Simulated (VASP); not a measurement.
# ScTa3F (Cmmm) in VASP: further runs, part 2 of 2

VASP 6.6.1.

**3. Single point, PBE**

This run uses another cell than the first one, of 18.80 Å³/atom.

File INCAR:

```
PREC = Accurate
ENCUT = 520
EDIFF = 1E-6
ISMEAR = 0
SIGMA = 0.1
LREAL = F
LASPH = T
NELM = 100
ALGO = Fast
ISIF = 2
LWAVE = F
LCHARG = T
GGA = PE
LELF = T
LVHAR = T
NBANDS = 34
```

File KPOINTS:

```
regular mesh
0
Gamma
  4 4 4
```

File POSCAR:

```
ScTa3F
1.0
    2.2341871000     -3.6022848100      0.0000000000
    2.2341871000      3.6022848100      0.0000000000
    0.0000000000      0.0000000000      5.8393194100
Sc Ta F
1 3 1
Direct
    0.5000000000      0.5000000000      0.0000000000
    0.2067100800      0.2067100800      0.5000000000
    0.7932899200      0.7932899200      0.5000000000
    0.0000000000      0.0000000000      0.0000000000
    0.5000000000      0.5000000000      0.5000000000
```

Potentials or basis: VASP PAW PBE potentials, release 64 (Sc_sv, Ta_pv, F).

Launch:

```console
$ cat potpaw_PBE.64/Sc_sv/POTCAR potpaw_PBE.64/Ta_pv/POTCAR potpaw_PBE.64/F/POTCAR > POTCAR
$ mpirun -np 1 vasp_std > vasp.out
```

OUTCAR:

```text
PREC = Accurate
   ENCUT = 520
   EDIFF = 1E-6
   ISMEAR = 0
   LREAL = F
   LASPH = T
   NELM = 100
   ISIF = 2
   GGA = PE

 ion  position               nearest neighbor table
   1  0.500  0.500  0.000-   4 2.23   4 2.23   2 3.20   2 3.20   3 3.20   3 3.20
   2  0.207  0.207  0.500-   5 1.31   3 1.85   3 2.62   4 3.06   4 3.06   1 3.20   1 3.20
   3  0.793  0.793  0.500-   5 1.31   2 1.85   2 2.62   4 3.06   4 3.06   1 3.20   1 3.20
   4  0.000  0.000  0.000-   1 2.23   1 2.23   3 3.06   2 3.06   3 3.06   2 3.06
   5  0.500  0.500  0.500-   2 1.31   3 1.31

 -----------------------------------------------------------------------------
|                                                                             |
|           W    W    AA    RRRRR   N    N  II  N    N   GGGG   !!!           |
|           W    W   A  A   R    R  NN   N  II  NN   N  G    G  !!!           |
|           W    W  A    A  R    R  N N  N  II  N N  N  G       !!!           |
|           W WW W  AAAAAA  RRRRR   N  N N  II  N  N N  G  GGG   !            |
|           WW  WW  A    A  R   R   N   NN  II  N   NN  G    G                |
|           W    W  A    A  R    R  N    N  II  N    N   GGGG   !!!           |
|                                                                             |
|     The distance between some ions is very small. Please check the          |
|     nearest-neighbor list in the OUTCAR file.                               |
|     I HOPE YOU KNOW WHAT YOU ARE DOING!                                     |
|                                                                             |
 -----------------------------------------------------------------------------

  LATTYP: Found a base centered orthorhombic cell.
 ALAT       =     4.4683742000
 B/A-ratio  =     1.6123469740
 C/A-ratio  =     1.3068107434

  Lattice vectors:

 A1 = (   2.2341871000,  -3.6022848100,   0.0000000000)
 A2 = (   2.2341871000,   3.6022848100,   0.0000000000)
 A3 = (   0.0000000000,   0.0000000000,   5.8393194100)

Analysis of symmetry for initial positions (statically):
=====================================================================
 Subroutine PRICEL returns:
[... 151 lines left out ...]
   LHFCALC =     F    Hartree Fock is set to
   AEXX    =    0.0000 exact exchange contribution
   IVDW    =     0    specifies the selected vdW correction
   LEPSILON=     F    determine dielectric tensor
   LRPA    =     F    only Hartree local field effects (RPA)
 non-spin polarized calculation
 RMM-DIIS sequential band-by-band and
 Gauss-broadening in eV      SIGMA  =   0.10
  energy-cutoff  :      520.00
  volume of cell :       93.99
 maximum number of plane-waves:      2576
   NGX = 15   NGY = 15   NGZ = 21

 number of electron      50.9999995 magnetization

 Free energy of the ion-electron system (eV)
  ---------------------------------------------------
  ext. energy  EPLUGINS =         0.00000000
  ---------------------------------------------------
  free energy    TOTEN  =         5.26705702 eV

  energy without entropy =        5.28396810  energy(sigma->0) =        5.27551256

 E-fermi :   4.4644     XC(G=0): -10.8622

 val. band max:        4.4565372060   @ k =  -0.2500   0.2500   0.5000
 cond. band min:       4.5007458521   @ k =   0.0000   0.0000   0.5000
 fundamental gap:      0.0442086461
 Fermi energy:         4.4643974062

 k-point     1 :       0.0000    0.0000    0.0000
  band No.  band energies     occupation
      1     -43.6712      2.00000
      2     -43.4158      2.00000
      3     -33.5719      2.00000
      4     -31.1525      2.00000
      5     -31.0810      2.00000
      6     -30.1770      2.00000
[... 766 lines left out ...]
     33       8.0583      0.00000
     34       8.1200      0.00000

------------------------ aborting loop because EDIFF is reached ----------------------------------------

  FORCE on cell =-STRESS in cart. coord.  units (eV):
  Direction    XX          YY          ZZ          XY          YZ          ZX
  --------------------------------------------------------------------------------------
  -------------------------------------------------------------------------------------
  Total      354.2840322     -8.5876416     -4.2306428      0.0000000      0.0000000      0.0000000
  in kB     6039.1017544   -146.3843609    -72.1152519      0.0000000      0.0000000      0.0000000
  external PRESSURE =    1940.2007138 kB  Pullay stress =       0.0000000 kB

 VOLUME and BASIS-vectors are now :
 -----------------------------------------------------------------------------
  energy-cutoff  :      520.00
  volume of cell :       93.99
      direct lattice vectors                 reciprocal lattice vectors
     2.234187100 -3.602284810  0.000000000     0.223795044 -0.138800796  0.000000000
     2.234187100  3.602284810  0.000000000     0.223795044  0.138800796  0.000000000
     0.000000000  0.000000000  5.839319410     0.000000000  0.000000000  0.171252834

 POSITION                                       TOTAL-FORCE (eV/Angst)
 -----------------------------------------------------------------------------------
      2.23419      0.00000      0.00000        -0.000000      0.000000      0.000000
      0.92366      0.00000      2.91966       -78.574030      0.000000      0.000000
      3.54472      0.00000      2.91966        78.574030      0.000000      0.000000
      0.00000      0.00000      0.00000        -0.000000      0.000000      0.000000
      2.23419      0.00000      2.91966        -0.000000      0.000000      0.000000
 -----------------------------------------------------------------------------------
    total drift:                               -0.000000     -0.000000     -0.000000

  FREE ENERGIE OF THE ION-ELECTRON SYSTEM (eV)
  ---------------------------------------------------
  free  energy   TOTEN  =         5.2670570189 eV

  energy  without entropy=        5.2839680979  energy(sigma->0) =        5.27551256
```

It took 3.4 min on 1 thread of Oxide Virtual Turin-like, shared host; peak memory 0.2 GiB.

What came out:

* Free energy: 5.2671 eV
* Pressure: 194.0 GPa
* Largest force: 78.574 eV/Å
* Band gap on the k mesh: zero (an odd number of electrons rules out a gap without spin polarisation)

Forces on the atoms (eV/Å):
```
Sc    0.000   0.000   0.000
Ta  -78.574   0.000   0.000
Ta   78.574   0.000   0.000
Ta    0.000   0.000   0.000
F     0.000   0.000   0.000
```

Stress tensor (GPa, compression positive):
```
603.91   0.00   0.00
  0.00 -14.64   0.00
  0.00   0.00  -7.21
```

Caveat: the k points lie up to 0.41 Å⁻¹ apart, too coarse for converged energies and pressures of a metal; atoms lie so close that the PAW spheres overlap strongly, which falsifies energies and pressures; spin-orbit coupling is left out, which moves the levels of the heavy elements; forces of over 1 eV/Å act on the atoms, so gaps and moduli don't describe the material at rest.

**4. Single point, PBE**

File INCAR:

```
SYSTEM = ScTa3F
  PREC = Accurate
  ENCUT = 520
  EDIFF = 1E-6
  ISMEAR = 0
  SIGMA = 0.1
  LREAL = .False.
  LASPH = .True.
  NELM = 100
  ALGO = Normal
  ISIF = 2
  LWAVE = .False.
  LCHARG = .False.
  GGA = PE
  NBANDS = 34
```

File KPOINTS:

```
regular mesh
0
Gamma
  4 4 4
  0 0 0
```

File POSCAR:

```
ScTa3F
1.0
    3.5805761205     -2.8765490144      0.0000000000
    3.5805761205      2.8765490144      0.0000000000
    0.0000000000      0.0000000000      4.6532288232
Sc Ta F
1 3 1
Direct
    0.5000000000      0.5000000000      0.0000000000
    0.2003571421      0.2003571421      0.5000000000
    0.7996428579      0.7996428579      0.5000000000
    0.0000000000      0.0000000000      0.0000000000
    0.5000000000      0.5000000000      0.5000000000
```

Launch:

```console
$ cat potpaw_PBE.64/Sc_sv/POTCAR potpaw_PBE.64/Ta_pv/POTCAR potpaw_PBE.64/F/POTCAR > POTCAR
$ mpirun -np 1 vasp_std > vasp.out
```

Wall time 2.4 min (1 thread of Oxide Virtual Turin-like, shared host); peak memory 0.21 GiB.

It converged, with:

| Item | Value |
| --- | --- |
| Free energy | -42.8299 eV |
| Pressure | 0.2 GPa |
| Largest force | 0.056 eV/Å |
| Band gap on the k mesh | zero (an odd number of electrons rules out a gap without spin polarisation) |

Forces on the atoms (eV/Å):
```
Sc   0.000  0.000  0.000
Ta  -0.056  0.000  0.000
Ta   0.056  0.000  0.000
Ta   0.000  0.000  0.000
F    0.000  0.000  0.000
```

Stress tensor (GPa, compression positive):
```
0.28 0.00 0.00
0.00 0.05 0.00
0.00 0.00 0.18
```

Levels at points of the mesh, in eV from the Fermi level:
| k point | band 24 | band 25 | band 26 | band 27 | band 28 | band 29 |
| --- | --- | --- | --- | --- | --- | --- |
| (0.00, 0.00, 0.00) | -0.62 | -0.31 | -0.28 | 0.04 | 0.51 | 1.13 |
| (0.50, 0.00, 0.00) | -0.65 | -0.07 | -0.06 | 0.04 | 0.97 | 1.18 |
| (0.50, 0.50, 0.00) | -0.26 | -0.08 | -0.03 | 0.16 | 0.49 | 1.33 |
| (0.00, 0.00, 0.50) | -0.56 | -0.51 | 0.35 | 1.09 | 1.84 | 1.85 |
| (0.50, 0.00, 0.50) | -0.36 | 0.29 | 0.42 | 0.63 | 0.70 | 0.93 |
| (0.50, 0.50, 0.50) | -0.94 | -0.68 | -0.39 | 0.58 | 1.12 | 1.28 |

Caveat: spin-orbit coupling is left out, which moves the levels of the heavy elements.

**5. Overview**

| spin | cell | gap on the mesh (eV) | pressure (GPa) | largest force (eV/Å) |
| --- | --- | --- | --- | --- |
| collinear | a = 4.593, b = 4.593, c = 4.653 Å, angles 90.0, 90.0, 102.4°, 5 atoms, atomic positions A | none | 0.1 | 0.06 |
| off | a = 4.239, b = 4.239, c = 5.839 Å, angles 90.0, 90.0, 116.4°, 5 atoms, atomic positions B | none | 194.0 | 78.57 |
| off | a = 4.593, b = 4.593, c = 4.653 Å, angles 90.0, 90.0, 77.6°, 5 atoms, atomic positions C | none | 0.2 | 0.06 |

Alike in all rows: task single point; level PBE; potentials or basis VASP PAW PBE potentials, release 64 (Sc_sv, Ta_pv, F); k mesh 4 × 4 × 4; cutoff (eV) 520; smearing gaussian 0.1 eV.

Caveats: some runs use coarse meshes; spin-orbit coupling is left out, which moves the levels of the heavy elements; atoms lie so close that the PAW spheres overlap strongly, which falsifies energies and pressures (at least some runs); forces of over 1 eV/Å act on the atoms, so gaps and moduli don't describe the material at rest (at least some runs).

Total energies depend on the potentials used, so only differences within one code and one set of settings carry meaning.

The gap in the log of VASP goes by the Fermi energy; the results here count the filled bands.